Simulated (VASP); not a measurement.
# BaSrAl4 (F-43m) in VASP: further runs, part 2 of 2

VASP 6.6.1.

## (4) Relaxation of cell and atoms, PBE

This run uses another cell than the first one, of 24.75 Å³/atom, 1.073 times its volume.

INCAR reads:

```
SYSTEM = BaSrAl4
PREC = Accurate
ENCUT = 600
EDIFF = 1E-7
ISMEAR = 0
SIGMA = 0.1
LREAL = .False.
LASPH = .True.
NELM = 60
ALGO = Fast
ISIF = 3
LWAVE = .False.
LCHARG = .False.
GGA = PE
IBRION = 2
NSW = 100
EDIFFG = -0.01
```

KPOINTS reads:

```
Automatic mesh
0
Gamma
  8 8 8
  0 0 0
```

POSCAR reads:

```
BaSrAl4
1.0
    0.0000000000      4.2027992298      4.2027992298
    4.2027992298      0.0000000000      4.2027992298
    4.2027992298      4.2027992298      0.0000000000
Ba Sr Al
1 1 4
Direct
    0.7500000000      0.7500000000      0.7500000000
    0.0000000000      0.0000000000      0.0000000000
    0.8748730727      0.3750423091      0.3750423091
    0.3750423091      0.3750423091      0.3750423091
    0.3750423091      0.8748730727      0.3750423091
    0.3750423091      0.3750423091      0.8748730727
```

Potentials or basis: VASP PAW PBE potentials, release 64 (Ba_sv, Sr_sv, Al).

Command:

```bash
cat potpaw_PBE.64/Ba_sv/POTCAR potpaw_PBE.64/Sr_sv/POTCAR potpaw_PBE.64/Al/POTCAR > POTCAR
mpirun -np 1 vasp_std > vasp.out
```

OUTCAR:

```text
SYSTEM = BaSrAl4
   PREC = Accurate
   ENCUT = 600
   EDIFF = 1E-7
   ISMEAR = 0
   LREAL = .False.
   LASPH = .True.
   NELM = 60
   ISIF = 3
   GGA = PE
   IBRION = 2
   NSW = 100
   EDIFFG = -0.01

 ion  position               nearest neighbor table
   1  0.750  0.750  0.750-   3 3.48   5 3.48   6 3.48   4 3.48   4 3.48   4 3.48   3 3.48   6 3.48
                             5 3.48   3 3.48   5 3.48   6 3.48   2 3.64   2 3.64   2 3.64   2 3.64
   2  0.000  0.000  0.000-   3 3.48   5 3.48   3 3.48   6 3.48   5 3.48   6 3.48   4 3.48   4 3.48
                             4 3.48   3 3.48   5 3.48   6 3.48   1 3.64   1 3.64   1 3.64   1 3.64
   3  0.875  0.375  0.375-   4 2.97   5 2.97   6 2.97   4 2.97   6 2.97   5 2.97   1 3.48   1 3.48
                             1 3.48   2 3.48   2 3.48   2 3.48
   4  0.375  0.375  0.375-   3 2.97   5 2.97   6 2.97   6 2.97   5 2.97   3 2.97   1 3.48   1 3.48
                             1 3.48   2 3.48   2 3.48   2 3.48
   5  0.375  0.875  0.375-   3 2.97   4 2.97   6 2.97   6 2.97   4 2.97   3 2.97   1 3.48   1 3.48
                             1 3.48   2 3.48   2 3.48   2 3.48
   6  0.375  0.375  0.875-   3 2.97   4 2.97   5 2.97   4 2.97   5 2.97   3 2.97   1 3.48   1 3.48
                             1 3.48   2 3.48   2 3.48   2 3.48

  LATTYP: Found a face centered cubic cell.
 ALAT       =     8.4055984596

  Lattice vectors:

 A1 = (   0.0000000000,   4.2027992298,   4.2027992298)
 A2 = (   4.2027992298,   0.0000000000,   4.2027992298)
 A3 = (   4.2027992298,   4.2027992298,   0.0000000000)

Analysis of symmetry for initial positions (statically):
=====================================================================
 Subroutine PRICEL returns:
 Original cell was already a primitive cell.

 Routine SETGRP: Setting up the symmetry group for a
 face centered cubic supercell.

 Subroutine GETGRP returns: Found 24 space group operations
 (whereof 24 operations were pure point group operations)
 out of a pool of 48 trial point group operations.

The static configuration has the point symmetry T_d .

Analysis of symmetry for dynamics (positions and initial velocities):
=====================================================================
 Subroutine PRICEL returns:
 Original cell was already a primitive cell.

 Routine SETGRP: Setting up the symmetry group for a
 face centered cubic supercell.

 Subroutine GETGRP returns: Found 24 space group operations
 (whereof 24 operations were pure point group operations)
 out of a pool of 48 trial point group operations.

The dynamic configuration has the point symmetry T_d .

 Subroutine INISYM returns: Found 24 space group operations
 (whereof 24 operations are pure point group operations),
 and found     1 'primitive' translations

----------------------------------------------------------------------------------------

                                     Primitive cell

  volume of cell :     148.4725

  direct lattice vectors                    reciprocal lattice vectors
     0.000000000  4.202799230  4.202799230    -0.118968329  0.118968329  0.118968329
     4.202799230  0.000000000  4.202799230     0.118968329 -0.118968329  0.118968329
[... 136 lines left out ...]

 Free energy of the ion-electron system (eV)
  ---------------------------------------------------
  ext. energy  EPLUGINS =         0.00000000
  ---------------------------------------------------
  free energy    TOTEN  =       -19.81777212 eV

  energy without entropy =      -19.80410574  energy(sigma->0) =      -19.81093893

------------------------ aborting loop because EDIFF is reached ----------------------------------------

  FORCE on cell =-STRESS in cart. coord.  units (eV):
  Direction    XX          YY          ZZ          XY          YZ          ZX
  --------------------------------------------------------------------------------------
  -------------------------------------------------------------------------------------
  Total        0.2277813      0.2277813      0.2277813      0.0000000      0.0000000      0.0000000
  in kB        2.4580049      2.4580049      2.4580049      0.0000000      0.0000000      0.0000000
  external PRESSURE =       2.4580049 kB  Pullay stress =       0.0000000 kB

 VOLUME and BASIS-vectors are now :
 -----------------------------------------------------------------------------
  energy-cutoff  :      600.00
  volume of cell :      148.47
      direct lattice vectors                 reciprocal lattice vectors
     0.000000000  4.202799230  4.202799230    -0.118968329  0.118968329  0.118968329
     4.202799230  0.000000000  4.202799230     0.118968329 -0.118968329  0.118968329
     4.202799230  4.202799230  0.000000000     0.118968329  0.118968329 -0.118968329

 POSITION                                       TOTAL-FORCE (eV/Angst)
 -----------------------------------------------------------------------------------
      6.30420      6.30420      6.30420        -0.000000     -0.000000     -0.000000
      0.00000      0.00000      0.00000        -0.000000     -0.000000     -0.000000
      3.15246      5.25314      5.25314        -0.004197      0.004197      0.004197
      3.15246      3.15246      3.15246        -0.004197     -0.004197     -0.004197
      5.25314      3.15246      5.25314         0.004197     -0.004197      0.004197
      5.25314      5.25314      3.15246         0.004197      0.004197     -0.004197
 -----------------------------------------------------------------------------------
    total drift:                                0.000000      0.000000      0.000000

  FREE ENERGIE OF THE ION-ELECTRON SYSTEM (eV)
  ---------------------------------------------------
  free  energy   TOTEN  =       -19.8177721200 eV

  energy  without entropy=      -19.8041057410  energy(sigma->0) =      -19.81093893

--------------------------------------- Ionic step        2  -------------------------------------------

 number of electron      32.0000000 magnetization

 Free energy of the ion-electron system (eV)
  ---------------------------------------------------
  ext. energy  EPLUGINS =         0.00000000
  ---------------------------------------------------
  free energy    TOTEN  =       -19.81839544 eV

  energy without entropy =      -19.80471261  energy(sigma->0) =      -19.81155403

 E-fermi :   4.7208     XC(G=0):  -9.3819

 val. band max:        4.6893199709   @ k =   0.3750   0.2500   0.1250
 cond. band min:       4.7396351545   @ k =  -0.3750   0.5000   0.1250
 fundamental gap:      0.0503151836
 Fermi energy:         4.7207610283

 k-point     1 :       0.0000    0.0000    0.0000
  band No.  band energies     occupation
      1     -30.6827      2.00000
      2     -22.8507      2.00000
      3     -12.7814      2.00000
      4     -12.7814      2.00000
      5     -12.7814      2.00000
      6      -8.2550      2.00000
[... 541 lines left out ...]
     19       6.4144      0.00000
     20       6.6539      0.00000

 [... further k-points ...]
[... 5 lines left out ...]
  --------------------------------------------------------------------------------------
  -------------------------------------------------------------------------------------
  Total       -0.0010955     -0.0010955     -0.0010955     -0.0000000      0.0000000      0.0000000
  in kB       -0.0117568     -0.0117568     -0.0117568     -0.0000000      0.0000000      0.0000000
  external PRESSURE =      -0.0117568 kB  Pullay stress =       0.0000000 kB

 VOLUME and BASIS-vectors are now :
 -----------------------------------------------------------------------------
  energy-cutoff  :      600.00
  volume of cell :      149.29
      direct lattice vectors                 reciprocal lattice vectors
    -0.000000000  4.210496499  4.210496499    -0.118750841  0.118750841  0.118750841
     4.210496499  0.000000000  4.210496499     0.118750841 -0.118750841  0.118750841
     4.210496499  4.210496499  0.000000000     0.118750841  0.118750841 -0.118750841

 POSITION                                       TOTAL-FORCE (eV/Angst)
 -----------------------------------------------------------------------------------
      6.31574      6.31574      6.31574        -0.000000     -0.000000      0.000000
      8.42099      8.42099      8.42099        -0.000000     -0.000000      0.000000
      3.15803      5.26297      5.26297        -0.002849      0.002849      0.002849
      3.15803      3.15803      3.15803        -0.002849     -0.002849     -0.002849
      5.26297      3.15803      5.26297         0.002849     -0.002849      0.002849
      5.26297      5.26297      3.15803         0.002849      0.002849     -0.002849
 -----------------------------------------------------------------------------------
    total drift:                                0.000000      0.000000      0.000000

  FREE ENERGIE OF THE ION-ELECTRON SYSTEM (eV)
  ---------------------------------------------------
  free  energy   TOTEN  =       -19.8183954430 eV

  energy  without entropy=      -19.8047126079  energy(sigma->0) =      -19.81155403

 reached required accuracy - stopping structural energy minimisation
```

It took 7.9 min on 1 thread of Intel Xeon 6975P-C, shared host; peak memory 0.41 GiB.

What came out:

```
Free energy                            : -19.8184 eV
Relaxed volume                         : 24.88 Å³/atom
Relaxed cell                           : a = 5.955 Å, b = 5.955 Å, c = 5.955 Å, α = 60.00°, β = 60.00°, γ = 60.00°
Space group after relaxing (to 0.05 Å) : F-43m (No. 216)
Energy gained by relaxing              : 0.1 meV/atom
Ionic steps                            : 2
Pressure after relaxing                : 0.0 GPa
Largest force after relaxing           : 0.005 eV/Å
Band gap on the k mesh                 : zero (band 16 reaches 5.38 eV, above the bottom of band 17 at 3.24 eV)
```

Forces in eV/Å, atoms in the order of the input:
```
Ba   0.000  0.000  0.000
Sr   0.000  0.000  0.000
Al  -0.003  0.003  0.003
Al  -0.003 -0.003 -0.003
Al   0.003 -0.003  0.003
Al   0.003  0.003 -0.003
```

The path:
```csv
step,energy change (eV),largest force (eV/Å),pressure (GPa),volume (Å³)
1,0.0000,0.0073,0.25,148.47
2,-0.0006,0.0049,0.00,149.29
```

Final structure:
```
Ba Sr Al
1.0
     0.00000    4.21050    4.21050
     4.21050    0.00000    4.21050
     4.21050    4.21050    0.00000
Ba Sr Al
1 1 4
Cartesian
  6.3157 6.3157 6.3157
  8.4210 8.4210 8.4210
  3.1580 5.2630 5.2630
  3.1580 3.1580 3.1580
  5.2630 3.1580 5.2630
  5.2630 5.2630 3.1580
```

Caveat: spin-orbit coupling is left out, which moves the levels of the heavy elements.

## (5) Relaxation of cell and atoms, PBE

INCAR reads:

```
SYSTEM = BaSrAl4
ALGO     = Fast           ! electronic algorithm
EDIFF    = 1E-7           ! SCF threshold, eV
EDIFFG   = -0.01          ! ionic threshold
ENCUT    = 600            ! plane-wave cutoff, eV
GGA      = PE             ! functional
IBRION   = 2              ! ionic algorithm
ISIF     = 3              ! what is computed and relaxed
ISMEAR   = 0              ! smearing method
LASPH    = .TRUE.         ! aspherical terms in the spheres
LCHARG   = .FALSE.        ! write CHGCAR
LREAL    = .FALSE.        ! projectors in reciprocal space
LWAVE    = .FALSE.        ! write WAVECAR
NELM     = 60             ! most SCF steps
NSW      = 100            ! ionic steps
PREC     = Accurate       ! precision mode
SIGMA    = 0.1            ! smearing width, eV
```

KPOINTS reads:

```
k-points
0
G
  8 8 8
  0 0 0
```

POSCAR reads:

```
BaSrAl4
1.0
    0.0000000000      4.1058064400      4.1058064400
    4.1058064400      0.0000000000      4.1058064400
    4.1058064400      4.1058064400      0.0000000000
Ba Sr Al
1 1 4
Direct
    0.7500000000      0.7500000000      0.7500000000
    0.0000000000      0.0000000000      0.0000000000
    0.8746979800      0.3751006700      0.3751006700
    0.3751006700      0.3751006700      0.3751006700
    0.3751006700      0.8746979800      0.3751006700
    0.3751006700      0.3751006700      0.8746979800
```

Command:

```bash
cat potpaw_PBE.64/Ba_sv/POTCAR potpaw_PBE.64/Sr_sv/POTCAR potpaw_PBE.64/Al/POTCAR > POTCAR
mpirun -np 1 vasp_std > vasp.out
```

It took 15 min on 1 thread of Intel Xeon 6975P-C, shared host; peak memory 0.42 GiB.

The run converged. Its results:

| Item | Value |
| --- | --- |
| Free energy | -19.8181 eV |
| Relaxed volume | 24.88 Å³/atom |
| Relaxed cell | a = 5.954 Å, b = 5.954 Å, c = 5.954 Å, α = 60.00°, β = 60.00°, γ = 60.00° |
| Space group after relaxing (to 0.05 Å) | F-43m (No. 216) |
| Energy gained by relaxing | 20.7 meV/atom |
| Ionic steps | 3 |
| Pressure after relaxing | 0.0 GPa |
| Largest force after relaxing | 0.007 eV/Å |
| Band gap on the k mesh | zero (band 16 reaches 5.38 eV, above the bottom of band 17 at 3.24 eV) |

Forces on the atoms (eV/Å):
```
Ba   0.000  0.000  0.000
Sr   0.000  0.000  0.000
Al  -0.004  0.004  0.004
Al  -0.004 -0.004 -0.004
Al   0.004 -0.004  0.004
Al   0.004  0.004 -0.004
```

The path:
```
step  energy change (eV)  largest force (eV/Å)  pressure (GPa)  volume (Å³)
   1              0.0000                0.0179            3.92       138.43
   2             -0.1239                0.0070           -0.22       150.05
   3             -0.1245                0.0075            0.01       149.27
```

Final structure:
```yaml
crystal:
  lattice:
    - [0.00000, 4.21028, 4.21028]
    - [4.21028, 0.00000, 4.21028]
    - [4.21028, 4.21028, 0.00000]
  atoms:
    - { symbol: Ba, position: [0.75000, 0.75000, 0.75000] }
    - { symbol: Sr, position: [0.00000, 0.00000, 0.00000] }
    - { symbol: Al, position: [0.87487, 0.37504, 0.37504] }
    - { symbol: Al, position: [0.37504, 0.37504, 0.37504] }
    - { symbol: Al, position: [0.37504, 0.87487, 0.37504] }
    - { symbol: Al, position: [0.37504, 0.37504, 0.87487] }
```

Levels at points of the mesh, in eV from the Fermi level:
```csv
k point,band 14,band 15,band 16,band 17,band 18,band 19
"(0.00, 0.00, 0.00)",-1.62,-1.62,-1.62,-1.48,-1.48,1.60
"(0.50, 0.00, 0.00)",-1.05,-1.05,0.66,0.66,0.89,2.10
"(0.50, 0.50, 0.00)",-2.05,0.35,0.57,1.24,1.24,1.24
```

Caveat: spin-orbit coupling is left out, which moves the levels of the heavy elements.

## (6) Summary

```csv
task,cell,k mesh,cutoff (eV),gap on the mesh (eV),pressure (GPa),relaxed volume (Å³/atom),largest force (eV/Å)
single point,"a = 5.806 Å, angles 60.0°, 6 atoms",4 × 4 × 4,520,none,4.0,-,0.04
single point,"a = 5.944 Å, angles 60.0°, 6 atoms",8 × 8 × 8,520,none,0.2,-,0.01
relaxation of cell and atoms,"relaxed from a = 5.944 Å, angles 60.0°, 6 atoms",8 × 8 × 8,600,none,0.0,24.88,-
relaxation of cell and atoms,"relaxed from a = 5.806 Å, angles 60.0°, 6 atoms",8 × 8 × 8,600,none,0.0,24.88,0.01
```

Alike in all rows: level PBE; potentials or basis VASP PAW PBE potentials, release 64 (Ba_sv, Sr_sv, Al); no spin polarisation; smearing gaussian 0.1 eV.

Caveats: spin-orbit coupling is left out, which moves the levels of the heavy elements.

Total energies depend on the potentials used, so only differences within one code and one set of settings carry meaning.
